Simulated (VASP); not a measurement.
# PtS2 (Pbam) in VASP: notebook, part 2 of 2

VASP 6.6.1.

### Step 4. Single point, PBE, collinear spin

INCAR reads:

```
SYSTEM = PtS2
ALGO = Normal
EDIFF = 1E-7
ENCUT = 520
GGA = PE
ISIF = 2
ISMEAR = 0
ISPIN = 2
LASPH = .TRUE.
LCHARG = .FALSE.
LMAXMIX = 4
LORBIT = 11
LREAL = .FALSE.
LWAVE = .FALSE.
MAGMOM = 1 1 0 0 0 0
NBANDS = 35
NELM = 150
PREC = Accurate
SIGMA = 0.1
```

KPOINTS reads:

```
k-points
0
G
  4 2 4
  0 0 0
```

POSCAR reads:

```
PtS2
1.0
    4.4488704100      0.0000000000      0.0000000000
    0.0000000000      8.0910682300      0.0000000000
    0.0000000000      0.0000000000      4.1977380200
Pt S
2 4
Direct
    0.5000000000      0.0000000000      0.5000000000
    0.0000000000      0.5000000000      0.5000000000
    0.3520536000      0.2691476100      0.5000000000
    0.6479464000      0.7308523900      0.5000000000
    0.8520536000      0.2308523900      0.5000000000
    0.1479464000      0.7691476100      0.5000000000
```

Potentials or basis: VASP PAW PBE potentials, release 64 (Pt, S).

The run is started by

```
> cat potpaw_PBE.64/Pt/POTCAR potpaw_PBE.64/S/POTCAR > POTCAR
> mpirun -np 1 vasp_std > vasp.out
```

OUTCAR:

```text
SYSTEM = PtS2
   EDIFF = 1E-7
   ENCUT = 520
   GGA = PE
   ISIF = 2
   ISMEAR = 0
   ISPIN = 2
   LASPH = .TRUE.
   LORBIT = 11
   LREAL = .FALSE.
   NELM = 150
   PREC = Accurate

 ion  position               nearest neighbor table
   1  0.500  0.000  0.500-   3 2.27   4 2.27   5 2.44   6 2.44
   2  0.000  0.500  0.500-   5 2.27   6 2.27   3 2.44   4 2.44
   3  0.352  0.269  0.500-   5 2.25   5 2.25   1 2.27   2 2.44
   4  0.648  0.731  0.500-   6 2.25   6 2.25   1 2.27   2 2.44
   5  0.852  0.231  0.500-   3 2.25   3 2.25   2 2.27   1 2.44
   6  0.148  0.769  0.500-   4 2.25   4 2.25   2 2.27   1 2.44

  LATTYP: Found a simple orthorhombic cell.
 ALAT       =     4.1977380200
 B/A-ratio  =     1.0598256463
 C/A-ratio  =     1.9274828947

  Lattice vectors:

 A1 = (   0.0000000000,   0.0000000000,   4.1977380200)
 A2 = (   4.4488704100,   0.0000000000,   0.0000000000)
 A3 = (   0.0000000000,   8.0910682300,   0.0000000000)

Analysis of symmetry for initial positions (statically):
=====================================================================
 Subroutine PRICEL returns:
 Original cell was already a primitive cell.

 Routine SETGRP: Setting up the symmetry group for a
 simple orthorhombic supercell.

 Subroutine GETGRP returns: Found  8 space group operations
 (whereof  4 operations were pure point group operations)
 out of a pool of  8 trial point group operations.

The static configuration has the point symmetry C_2h.
 The point group associated with its full space group is D_2h.

Analysis of symmetry for dynamics (positions and initial velocities):
=====================================================================
 Subroutine PRICEL returns:
 Original cell was already a primitive cell.

 Routine SETGRP: Setting up the symmetry group for a
 simple orthorhombic supercell.

 Subroutine GETGRP returns: Found  8 space group operations
 (whereof  4 operations were pure point group operations)
 out of a pool of  8 trial point group operations.

The dynamic configuration has the point symmetry C_2h.
 The point group associated with its full space group is D_2h.

Analysis of structural, dynamic, and magnetic symmetry:
=====================================================================
 Subroutine PRICEL returns:
 Original cell was already a primitive cell.

 Routine SETGRP: Setting up the symmetry group for a
 simple orthorhombic supercell.

 Subroutine GETGRP returns: Found  8 space group operations
 (whereof  4 operations were pure point group operations)
 out of a pool of  8 trial point group operations.

The overall configuration has the point symmetry C_2h.
 The point group associated with its full space group is D_2h.

 Subroutine INISYM returns: Found  8 space group operations
 (whereof  4 operations are pure point group operations),
 and found     1 'primitive' translations

----------------------------------------------------------------------------------------

                                     Primitive cell

  volume of cell :     151.1023

  direct lattice vectors                    reciprocal lattice vectors
     4.448870410  0.000000000  0.000000000     0.224776158  0.000000000  0.000000000
     0.000000000  8.091068230  0.000000000     0.000000000  0.123593075  0.000000000
[... 92 lines left out ...]
   ISIF   =      2    stress and relaxation
   ISYM   =      2    0-nonsym 1-usesym 2-fastsym
   POTIM  = 0.5000    time-step for ionic-motion
   TEBEG  =    0.0;   TEEND  =   0.0 temperature during run
   PSTRESS=    0.0 pullay stress
   NELECT =      44.0000    total number of electrons
   NUPDOWN=      -1.0000    fix difference up-down
   EMIN   =  10.00;   EMAX   =-10.00  energy-range for DOS
   EFERMI =   0.00;   METHOD = LEGACY
   ISMEAR =     0;   SIGMA  =   0.10  broadening in eV -4-tet -1-fermi 0-gaus
   EFERMI_NEDOS =   21; number of points for ismear=-14 and -15
   IALGO  =     38    algorithm
   IMIX   =      4    mixing-type and parameters
     AMIX     =   0.40;   BMIX     =  1.00
     AMIX_MAG =   1.60;   BMIX_MAG =  1.00
  volume/ion in A,a.u.               =      25.18       169.95
  Fermi-wavevector in a.u.,A,eV,Ry     =   1.085097  2.050537 16.019996  1.177436
  Thomas-Fermi vector in A             =   2.221203
   LORBIT       =     11    0 simple, 1 ext, 2 COOP (PROOUT), +10 PAW based schemes
   GGA     = PE    functional components
   LHFCALC =     F    Hartree Fock is set to
   AEXX    =    0.0000 exact exchange contribution
   IVDW    =     0    specifies the selected vdW correction
   LEPSILON=     F    determine dielectric tensor
   LRPA    =     F    only Hartree local field effects (RPA)
 spin polarized calculation
 Gauss-broadening in eV      SIGMA  =   0.10
  energy-cutoff  :      520.00
  volume of cell :      151.10
 maximum number of plane-waves:      4096
 NGX is ok and might be reduce to    36
   NGX = 17   NGY = 31   NGZ = 15

 number of electron      44.0000002 magnetization       0.0003694

 Free energy of the ion-electron system (eV)
  ---------------------------------------------------
  ext. energy  EPLUGINS =         0.00000000
  ---------------------------------------------------
  free energy    TOTEN  =       -25.17347905 eV

  energy without entropy =      -25.12686041  energy(sigma->0) =      -25.15016973

 E-fermi :   3.2960     XC(G=0):  -8.7185

 val. band max:        3.2905168456   @ k =   0.5000   0.0000   0.0000
 cond. band min:       3.3206327643   @ k =   0.2500   0.5000   0.2500
 fundamental gap:      0.0301159187
 Fermi energy:         3.2960488020

 spin component 1

 k-point     1 :       0.0000    0.0000    0.0000
  band No.  band energies     occupation
      1     -13.0368      1.00000
      2     -12.3846      1.00000
      3      -7.6468      1.00000
      4      -6.8786      1.00000
      5      -6.1067      1.00000
      6      -4.5947      1.00000
[... 655 lines left out ...]
     33      10.9793      0.00000
     34      10.9793      0.00000
 Fermi energy:         3.2960488020

 spin component 2

 k-point     1 :       0.0000    0.0000    0.0000
  band No.  band energies     occupation
      1     -13.0367      1.00000
      2     -12.3845      1.00000
      3      -7.6468      1.00000
      4      -6.8785      1.00000
      5      -6.1067      1.00000
      6      -4.5946      1.00000
[... 655 lines left out ...]
     33      10.9793      0.00000
     34      10.9793      0.00000
 [bands above 34 left out]

------------------------ aborting loop because EDIFF is reached ----------------------------------------

  FORCE on cell =-STRESS in cart. coord.  units (eV):
  Direction    XX          YY          ZZ          XY          YZ          ZX
  --------------------------------------------------------------------------------------
  -------------------------------------------------------------------------------------
  Total       10.5765318      0.5563471     -0.8767402      0.0000000      0.0000000      0.0000000
  in kB      112.1457744      5.8990962     -9.2963091      0.0000000      0.0000000      0.0000000
  external PRESSURE =      36.2495205 kB  Pullay stress =       0.0000000 kB

 VOLUME and BASIS-vectors are now :
 -----------------------------------------------------------------------------
  energy-cutoff  :      520.00
  volume of cell :      151.10
      direct lattice vectors                 reciprocal lattice vectors
     4.448870410  0.000000000  0.000000000     0.224776158  0.000000000  0.000000000
     0.000000000  8.091068230  0.000000000     0.000000000  0.123593075  0.000000000
     0.000000000  0.000000000  4.197738020     0.000000000  0.000000000  0.238223537

 POSITION                                       TOTAL-FORCE (eV/Angst)
 -----------------------------------------------------------------------------------
      2.22444      0.00000      2.09887         0.000000     -0.000000      0.000000
      0.00000      4.04553      2.09887         0.000000     -0.000000      0.000000
      1.56624      2.17769      2.09887        -0.487296      0.220057      0.000000
      2.88263      5.91338      2.09887         0.487296     -0.220057     -0.000000
      3.79068      1.86784      2.09887        -0.487296     -0.220057      0.000000
      0.65819      6.22323      2.09887         0.487296      0.220057     -0.000000
 -----------------------------------------------------------------------------------
    total drift:                                0.000000      0.000000     -0.000000

  FREE ENERGIE OF THE ION-ELECTRON SYSTEM (eV)
  ---------------------------------------------------
  free  energy   TOTEN  =       -25.1734790495 eV

  energy  without entropy=      -25.1268604093  energy(sigma->0) =      -25.15016973

 total charge

# of ion       s       p       d       tot
------------------------------------------
    1        0.585   0.450   8.254   9.289
    2        0.585   0.450   8.254   9.289
    3        1.376   2.228   0.000   3.604
    4        1.376   2.228   0.000   3.604
    5        1.376   2.228   0.000   3.604
    6        1.376   2.228   0.000   3.604
--------------------------------------------------
tot          6.675   9.813  16.508  32.995

 magnetization (x)

# of ion       s       p       d       tot
------------------------------------------
    1        0.000   0.000   0.000   0.000
    2        0.000   0.000   0.000   0.000
    3        0.000   0.000   0.000   0.000
    4        0.000   0.000   0.000   0.000
    5        0.000   0.000   0.000   0.000
    6        0.000   0.000   0.000   0.000
--------------------------------------------------
tot          0.000   0.000   0.000   0.000
```

Wall time 3.5 min (1 thread of Oxide Virtual Turin-like, shared host); peak memory 0.33 GiB.

What came out:

```yaml
Free_energy: -25.1735 eV
Pressure: 3.6 GPa
Largest_force: 0.535 eV/Å
Band_gap_on_the_k_mesh: zero (filled and empty bands overlap)
Net_moment: 0.00 μB per cell
Valence_electrons_inside_the_program's_atomic_spheres: Pt 9.29; S 3.60
```

Forces in eV/Å, atoms in the order of the input:
```
Pt   0.000  0.000  0.000
Pt   0.000  0.000  0.000
S   -0.487  0.220  0.000
S    0.487 -0.220  0.000
S   -0.487 -0.220  0.000
S    0.487  0.220  0.000
```

Caveat: the k points lie up to 0.39 Å⁻¹ apart, too coarse for converged energies and pressures of a metal; spin-orbit coupling is left out, which moves the levels of the heavy elements.

### Step 5. Summary

```tsv
task	spin	cell	cutoff (eV)	gap on the mesh (eV)	pressure (GPa)	largest force (eV/Å)
single point	off	as given	520	none	3.6	0.53
relaxation of cell and atoms	off	relaxed	600	none	-0.1	0.02
single point	collinear	as given	520	none	3.6	0.53
```

Alike in all rows: level PBE; potentials or basis VASP PAW PBE potentials, release 64 (Pt, S); k mesh 4 × 2 × 4; smearing gaussian 0.1 eV.

Caveats: all runs use coarse meshes; spin-orbit coupling is left out, which moves the levels of the heavy elements.

Absolute energies hang on the potentials; compare differences alone.

The gap in the log of VASP goes by the Fermi energy; the results here count the filled bands.